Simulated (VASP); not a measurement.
# TaN (P-6m2) in VASP: further runs

Aim: see how the results for TaN move with the level of theory and the settings. Levels: LDA, PBE. Tasks: electric field gradients.

All numbers are computed with VASP 6.6.1; they aren't measurements. Logs are shortened: lines on timing, memory, paths and dates and some standing lists are left out, and cuts for length are marked.

**1. The cell of the first run**

The structure is hexagonal, space group P-6m2 (No. 187). The conventional cell has a = 2.979 Å, b = 2.979 Å, c = 2.928 Å, α = 90.00°, β = 90.00°, γ = 120.00°. Within 3.0 Å of Ta (site symmetry -6m2) lie 6 N at 2.26 Å and 8 Ta at 2.93 to 2.98 Å. Within 3.0 Å of N (site symmetry -6m2) lie 6 Ta at 2.26 Å and 8 N at 2.93 to 2.98 Å.

**2. Electric field gradients, LDA (functional lda, volume scaled by 1.04)**

INCAR

```
SYSTEM = TaN
  ALGO = Normal
  EDIFF = 1E-8
  ENCUT = 520
  GGA_COMPAT = .False.
  ISIF = 2
  ISMEAR = -1
  LASPH = .True.
  LCHARG = .False.
  LEFG = .True.
  LREAL = .False.
  LWAVE = .False.
  NBANDS = 16
  NELM = 120
  PREC = Accurate
  SIGMA = 0.05
```

KPOINTS

```
k-points
0
Gamma
  13 13 11
  0 0 0
```

POSCAR

```
TaN
1.0
    2.9786300644      0.0000000000      0.0000000000
   -1.4893150322      2.5795693043      0.0000000000
    0.0000000000      0.0000000000      2.9282080610
Ta N
1 1
Direct
    0.0000000000      0.0000000000      0.5000000000
    0.6666666667      0.3333333333      0.0000000000
```

Potentials or basis: VASP PAW LDA potentials, release 64 (Ta_sv_GW, N).

The run is started by

```sh
> cat potpaw_LDA.64/Ta_sv_GW/POTCAR potpaw_LDA.64/N/POTCAR > POTCAR
> mpirun -np 1 vasp_std > vasp.out
```

OUTCAR:

```text
SYSTEM = TaN
   EDIFF = 1E-8
   ENCUT = 520
   ISIF = 2
   ISMEAR = -1
   LASPH = .True.
   LREAL = .False.
   NELM = 120
   PREC = Accurate

 ion  position               nearest neighbor table
   1  0.000  0.000  0.500-   2 2.26   2 2.26   2 2.26   2 2.26   2 2.26   2 2.26
   2  0.667  0.333  0.000-   1 2.26   1 2.26   1 2.26   1 2.26   1 2.26   1 2.26

  LATTYP: Found a hexagonal cell.
 ALAT       =     2.9786300644
 C/A-ratio  =     0.9830720827

  Lattice vectors:

 A1 = (   2.9786300644,   0.0000000000,   0.0000000000)
 A2 = (  -1.4893150322,   2.5795693043,   0.0000000000)
 A3 = (   0.0000000000,   0.0000000000,   2.9282080610)

Analysis of symmetry for initial positions (statically):
=====================================================================
 Subroutine PRICEL returns:
 Original cell was already a primitive cell.

 Routine SETGRP: Setting up the symmetry group for a
 hexagonal supercell.

 Subroutine GETGRP returns: Found 12 space group operations
 (whereof 12 operations were pure point group operations)
 out of a pool of 24 trial point group operations.

The static configuration has the point symmetry D_3h.

Analysis of symmetry for dynamics (positions and initial velocities):
=====================================================================
 Subroutine PRICEL returns:
 Original cell was already a primitive cell.

 Routine SETGRP: Setting up the symmetry group for a
 hexagonal supercell.

 Subroutine GETGRP returns: Found 12 space group operations
 (whereof 12 operations were pure point group operations)
 out of a pool of 24 trial point group operations.

The dynamic configuration has the point symmetry D_3h.

 Subroutine INISYM returns: Found 12 space group operations
 (whereof 12 operations are pure point group operations),
 and found     1 'primitive' translations

----------------------------------------------------------------------------------------

                                     Primitive cell

  volume of cell :      22.4991

  direct lattice vectors                    reciprocal lattice vectors
     2.978630064  0.000000000  0.000000000     0.335724806  0.193830807  0.000000000
    -1.489315032  2.579569304  0.000000000     0.000000000  0.387661614  0.000000000
     0.000000000  0.000000000  2.928208061     0.000000000  0.000000000  0.341505788

  length of vectors
     2.978630064  2.978630064  2.928208061     0.387661614  0.387661614  0.341505788

  position of ions in fractional coordinates (direct lattice)
     0.000000000  0.000000000  0.500000000
     0.666666667  0.333333333  0.000000000

  ion indices of the primitive-cell ions
   primitive index   ion index
                 1           1
                 2           2

----------------------------------------------------------------------------------------

 KPOINTS: k-points

Automatic generation of k-mesh.
 Grid dimensions read from file:
 generate k-points for:   13   13   11

 Generating k-lattice:

  Cartesian coordinates                     Fractional coordinates (reciprocal lattice)
     0.025824985  0.014910062  0.000000000     0.076923077 -0.000000000  0.000000000
     0.000000000  0.029820124  0.000000000     0.000000000  0.076923077  0.000000000
     0.000000000  0.000000000  0.031045981     0.000000000  0.000000000  0.090909091

  Length of vectors
     0.029820124  0.029820124  0.031045981

  Shift w.r.t. Gamma in fractional coordinates (k-lattice)
     0.000000000  0.000000000  0.000000000

 Subroutine IBZKPT returns following result:
 ===========================================

 Found    126 irreducible k-points:

 Following reciprocal coordinates:
            Coordinates               Weight
  0.000000  0.000000  0.000000      1.000000
  0.076923  0.000000  0.000000      6.000000
  0.153846  0.000000  0.000000      6.000000
  0.230769  0.000000  0.000000      6.000000
  0.307692  0.000000  0.000000      6.000000
  0.384615  0.000000  0.000000      6.000000
[... 16 lines left out ...]
  0.076923  0.000000  0.090909     12.000000
  0.153846  0.000000  0.090909     12.000000
 [... further k-points ...]
   k-points           NKPTS =    126   k-points in BZ     NKDIM =    126   number of bands    NBANDS=     16
   number of dos      NEDOS =    301   number of ions     NIONS =      2
   total plane-waves  NPLWV =  13824
   dimension x,y,z NGX =    24 NGY =   24 NGZ =   24
   dimension x,y,z NGXF=    48 NGYF=   48 NGZF=   48
   ions per type =               1   1
   NGX,Y,Z   is equivalent  to a cutoff of  13.40, 13.40, 13.63 a.u.
   NGXF,Y,Z  is equivalent  to a cutoff of  26.79, 26.79, 27.25 a.u.
 SYSTEM =  TaN
   PREC   = accura    normal or accurate (medium, high low for compatibility)
   ISTART =      0    job   : 0-new  1-cont  2-samecut
   ICHARG =      2    charge: 1-file 2-atom 10-const
   ISPIN  =      1    spin polarized calculation?
   LNONCOLLINEAR =      F non collinear calculations
   LSORBIT =      F    spin-orbit coupling
   LASPH  =      T    aspherical Exc in radial PAW
   ENCUT  =  520.0 eV  38.22 Ry    6.18 a.u.   5.54  5.54  5.44*2*pi/ulx,y,z
   NELM   =    120;   NELMIN=  2; NELMDL= -5     # of ELM steps
   EDIFF  = 0.1E-07   stopping-criterion for ELM
   LREAL  =      F    real-space projection
   EDIFFG = 0.1E-06   stopping-criterion for IOM
   NSW    =      0    number of steps for IOM
   IBRION =     -1    ionic relax: 0-MD 1-quasi-New 2-CG
   NFREE  =      0    steps in history (QN), initial steepest desc. (CG)
   ISIF   =      2    stress and relaxation
   ISYM   =      2    0-nonsym 1-usesym 2-fastsym
   POTIM  = 0.5000    time-step for ionic-motion
   TEBEG  =    0.0;   TEEND  =   0.0 temperature during run
   PSTRESS=    0.0 pullay stress
   NELECT =      18.0000    total number of electrons
   NUPDOWN=      -1.0000    fix difference up-down
   EMIN   =  10.00;   EMAX   =-10.00  energy-range for DOS
   EFERMI =   0.00;   METHOD = LEGACY
   ISMEAR =    -1;   SIGMA  =   0.05  broadening in eV -4-tet -1-fermi 0-gaus
   EFERMI_NEDOS =   21; number of points for ismear=-14 and -15
   IALGO  =     38    algorithm
   IMIX   =      4    mixing-type and parameters
     AMIX     =   0.40;   BMIX     =  1.00
     AMIX_MAG =   1.60;   BMIX_MAG =  1.00
  volume/ion in A,a.u.               =      11.25        75.92
  Fermi-wavevector in a.u.,A,eV,Ry     =   1.519767  2.871944 31.425277  2.309693
  Thomas-Fermi vector in A             =   2.628709
   LORBIT       =      0    0 simple, 1 ext, 2 COOP (PROOUT), +10 PAW based schemes
   GGA     = CA    functional components
   LHFCALC =     F    Hartree Fock is set to
   AEXX    =    0.0000 exact exchange contribution
   IVDW    =     0    specifies the selected vdW correction
   LEPSILON=     F    determine dielectric tensor
   LRPA    =     F    only Hartree local field effects (RPA)
 non-spin polarized calculation
  energy-cutoff  :      520.00
  volume of cell :       22.50
 maximum number of plane-waves:       623
 NGX is ok and might be reduce to    24
   NGX = 11   NGY = 11   NGZ = 11

 number of electron      18.0000000 magnetization

 Free energy of the ion-electron system (eV)
  ---------------------------------------------------
  ext. energy  EPLUGINS =         0.00000000
  ---------------------------------------------------
  free energy    TOTEN  =       -27.10474451 eV

  energy without entropy =      -27.10400384  energy(sigma->0) =      -27.10437418

 E-fermi :  11.5129     XC(G=0): -13.7307

 val. band max:       11.4394894724   @ k =   0.3077   0.3077   0.0000
 cond. band min:      11.5151829990   @ k =   0.0000   0.0000   0.2727
 fundamental gap:      0.0756935266
 Fermi energy:        11.5128667008

 k-point     1 :       0.0000    0.0000    0.0000
  band No.  band energies     occupation
      1     -56.7083      2.00000
      2     -23.2377      2.00000
      3     -22.9915      2.00000
      4     -22.9915      2.00000
      5      -5.6821      2.00000
      6       7.1665      2.00000
[... 8 lines left out ...]
     15      24.1666      0.00000
     16      27.2802      0.00000
[... 419 lines left out ...]
 k-point    24 :       0.1538    0.0000    0.0909
  band No.  band energies     occupation
      1     -56.6910      2.00000
      2     -23.2784      2.00000
      3     -23.1895      2.00000
      4     -23.0310      2.00000
      5      -5.1123      2.00000
      6       6.1029      2.00000
[... 8 lines left out ...]
     15      24.0627      0.00000
     16      28.0305      0.00000

 [... further k-points ...]

------------------------ aborting loop because EDIFF is reached ----------------------------------------

  FORCE on cell =-STRESS in cart. coord.  units (eV):
  Direction    XX          YY          ZZ          XY          YZ          ZX
  --------------------------------------------------------------------------------------
  -------------------------------------------------------------------------------------
  Total       -3.1811198     -3.1811198     -3.7391963      0.0000000      0.0000000      0.0000000
  in kB     -226.5295759   -226.5295759   -266.2705553      0.0000000      0.0000000      0.0000000
  external PRESSURE =    -239.7765690 kB  Pullay stress =       0.0000000 kB

 VOLUME and BASIS-vectors are now :
 -----------------------------------------------------------------------------
  energy-cutoff  :      520.00
  volume of cell :       22.50
      direct lattice vectors                 reciprocal lattice vectors
     2.978630064  0.000000000  0.000000000     0.335724806  0.193830807  0.000000000
    -1.489315032  2.579569304  0.000000000     0.000000000  0.387661614  0.000000000
     0.000000000  0.000000000  2.928208061     0.000000000  0.000000000  0.341505788

 POSITION                                       TOTAL-FORCE (eV/Angst)
 -----------------------------------------------------------------------------------
      0.00000      0.00000      1.46410        -0.000000      0.000000      0.000000
      1.48932      0.85986      0.00000         0.000000      0.000000      0.000000
 -----------------------------------------------------------------------------------
    total drift:                               -0.000000      0.000000      0.000000

  FREE ENERGIE OF THE ION-ELECTRON SYSTEM (eV)
  ---------------------------------------------------
  free  energy   TOTEN  =       -27.1047445125 eV

  energy  without entropy=      -27.1040038448  energy(sigma->0) =      -27.10437418

 Electric field gradients (V/A^2)
---------------------------------------------------------------------
 ion       V_xx      V_yy      V_zz      V_xy      V_xz      V_yz
---------------------------------------------------------------------
   1     -20.310   -20.309    40.619     0.000    -0.000    -0.000
   2      -0.433    -0.433     0.866    -0.000     0.000    -0.000
---------------------------------------------------------------------

 Electric field gradients after diagonalization (V/A^2)
 (convention: |V_zz| > |V_xx| > |V_yy|)
----------------------------------------------------------------------
 ion       V_xx      V_yy      V_zz     asymmetry (V_yy - V_xx)/ V_zz
----------------------------------------------------------------------
   1     -20.310   -20.309    40.619       0.000
   2      -0.433    -0.432     0.866       0.001
----------------------------------------------------------------------

           NMR quadrupolar parameters

 Cq : quadrupolar parameter    Cq=e*Q*V_zz/h
 eta: asymmetry parameters     (V_yy - V_xx)/ V_zz
 Q  : nuclear electric quadrupole moment in mb (millibarn)
----------------------------------------------------------------------
 ion       Cq(MHz)       eta       Q (mb)
----------------------------------------------------------------------
   1       0.098       0.000       1.000
   2       0.002       0.001       1.000
----------------------------------------------------------------------
```

Run time: 28 s. Hardware: 1 thread of AMD EPYC 9R45 (Zen 5), shared host; peak memory 0.14 GiB.

Results:

```yaml
Free_energy: -27.1047 eV
Pressure: -24.0 GPa
Band_gap_on_the_k_mesh: zero (band 9 reaches 11.58 eV, above the bottom of band 10 at 11.42 eV)
```

Levels at points of the mesh, in eV from the Fermi level:
```csv
k point,band 7,band 8,band 9,band 10,band 11,band 12
"(0.00, 0.00, 0.00)",-4.35,-4.00,-2.84,2.04,3.36,3.36
```

Electric field gradients, principal values (V/Å²):
```
atom    least   middle  greatest (by size)
1 Ta  -20.309  -20.310              40.619
 2 N   -0.432   -0.433               0.866
```

Caveat: the cell differs from its parent crystal (functional lda, volume scaled by 1.04); without QUAD_EFG the Cq values of the log hold for a quadrupole moment of 1 mb, not for the nuclei; spin-orbit coupling is left out, which moves the levels of the heavy elements.

**3. Electric field gradients, LDA**

This run uses another cell than the first one, of 10.82 Å³/atom, 0.962 times its volume.

INCAR

```
  PREC = Accurate
  ENCUT = 520
  EDIFF = 1E-8
  ISMEAR = -1
  SIGMA = 0.05
  LREAL = False
  LASPH = True
  NELM = 120
  ALGO = Normal
  ISIF = 2
  LWAVE = False
  LCHARG = False
  GGA = CA
  LEFG = True
  NBANDS = 16
  GGA_COMPAT = False
```

KPOINTS

```
Automatic mesh
0
Gamma
  13 13 11
```

POSCAR

```
TaN
1.0
    2.9399421781      0.0000000000      0.0000000000
   -1.4699710891      2.5460646119      0.0000000000
    0.0000000000      0.0000000000      2.8901750800
Ta N
1 1
Direct
    0.0000000000      0.0000000000      0.5000000000
    0.6666666667      0.3333333333      0.0000000000
```

Potentials or basis: VASP PAW LDA potentials, release 64 (Ta_sv_GW, N).

The run is started by

```sh
> cat potpaw_LDA.64/Ta_sv_GW/POTCAR potpaw_LDA.64/N/POTCAR > POTCAR
> mpirun -np 1 vasp_std > vasp.out
```

OUTCAR:

```text
PREC = Accurate
   ENCUT = 520
   EDIFF = 1E-8
   ISMEAR = -1
   LREAL = False
   LASPH = True
   NELM = 120
   ISIF = 2
   GGA = CA

 ion  position               nearest neighbor table
   1  0.000  0.000  0.500-   2 2.23   2 2.23   2 2.23   2 2.23   2 2.23   2 2.23
   2  0.667  0.333  0.000-   1 2.23   1 2.23   1 2.23   1 2.23   1 2.23   1 2.23

  LATTYP: Found a hexagonal cell.
 ALAT       =     2.9399421781
 C/A-ratio  =     0.9830720827

  Lattice vectors:

 A1 = (   2.9399421781,   0.0000000000,   0.0000000000)
 A2 = (  -1.4699710891,   2.5460646119,   0.0000000000)
 A3 = (   0.0000000000,   0.0000000000,   2.8901750800)

Analysis of symmetry for initial positions (statically):
=====================================================================
 Subroutine PRICEL returns:
 Original cell was already a primitive cell.

 Routine SETGRP: Setting up the symmetry group for a
[... 645 lines left out ...]
  energy-cutoff  :      520.00
  volume of cell :       21.63
      direct lattice vectors                 reciprocal lattice vectors
     2.939942178  0.000000000  0.000000000     0.340142744  0.196381505  0.000000000
    -1.469971089  2.546064612  0.000000000     0.000000000  0.392763010  0.000000000
     0.000000000  0.000000000  2.890175080     0.000000000  0.000000000  0.345999800

 POSITION                                       TOTAL-FORCE (eV/Angst)
 -----------------------------------------------------------------------------------
      0.00000      0.00000      1.44509         0.000000      0.000000      0.000000
      1.46997      0.84869      0.00000        -0.000000     -0.000000      0.000000
 -----------------------------------------------------------------------------------
    total drift:                               -0.000000      0.000000      0.000000

  FREE ENERGIE OF THE ION-ELECTRON SYSTEM (eV)
  ---------------------------------------------------
  free  energy   TOTEN  =       -27.2001036967 eV

  energy  without entropy=      -27.1993854569  energy(sigma->0) =      -27.19974458

 Electric field gradients (V/A^2)
---------------------------------------------------------------------
 ion       V_xx      V_yy      V_zz      V_xy      V_xz      V_yz
---------------------------------------------------------------------
   1     -17.986   -17.986    35.971     0.000    -0.000    -0.000
   2      -0.148    -0.148     0.296    -0.001     0.000    -0.000
---------------------------------------------------------------------

 Electric field gradients after diagonalization (V/A^2)
 (convention: |V_zz| > |V_xx| > |V_yy|)
----------------------------------------------------------------------
 ion       V_xx      V_yy      V_zz     asymmetry (V_yy - V_xx)/ V_zz
----------------------------------------------------------------------
   1     -17.986   -17.986    35.971       0.000
   2      -0.149    -0.147     0.296       0.005
----------------------------------------------------------------------

           NMR quadrupolar parameters

 Cq : quadrupolar parameter    Cq=e*Q*V_zz/h
 eta: asymmetry parameters     (V_yy - V_xx)/ V_zz
 Q  : nuclear electric quadrupole moment in mb (millibarn)
----------------------------------------------------------------------
 ion       Cq(MHz)       eta       Q (mb)
----------------------------------------------------------------------
   1       0.087       0.000       1.000
   2       0.001       0.005       1.000
----------------------------------------------------------------------
```

stdout:

```text
POSCAR found type information on POSCAR TaN
 POSCAR found :  2 types and       2 ions
 scaLAPACK will be used
 LDA part: xc-table for (Slater(with rela. corr.)+CA(PZ))
 , standard interpolation
 POSCAR, INCAR and KPOINTS ok, starting setup
 FFT: planning ... GRIDC
 FFT: planning ... GRID_SOFT
 FFT: planning ... GRID
 WAVECAR not read
 entering main loop
ion   1

ion   2
```

It took 29 s on 1 thread of AMD EPYC 9R14 (Zen 4), shared host; peak memory 0.14 GiB.

Results:

- Free energy: -27.2001 eV
- Pressure: -12.1 GPa
- Band gap on the k mesh: zero (band 9 reaches 12.14 eV, above the bottom of band 10 at 11.97 eV)

Electric field gradients, principal values (V/Å²):
| atom | least | middle | greatest (by size) |
| --- | --- | --- | --- |
| 1 Ta | -17.986 | -17.986 | 35.971 |
| 2 N | -0.147 | -0.149 | 0.296 |

Caveat: without QUAD_EFG the Cq values of the log hold for a quadrupole moment of 1 mb, not for the nuclei; spin-orbit coupling is left out, which moves the levels of the heavy elements.

[end of part 1 of 2]
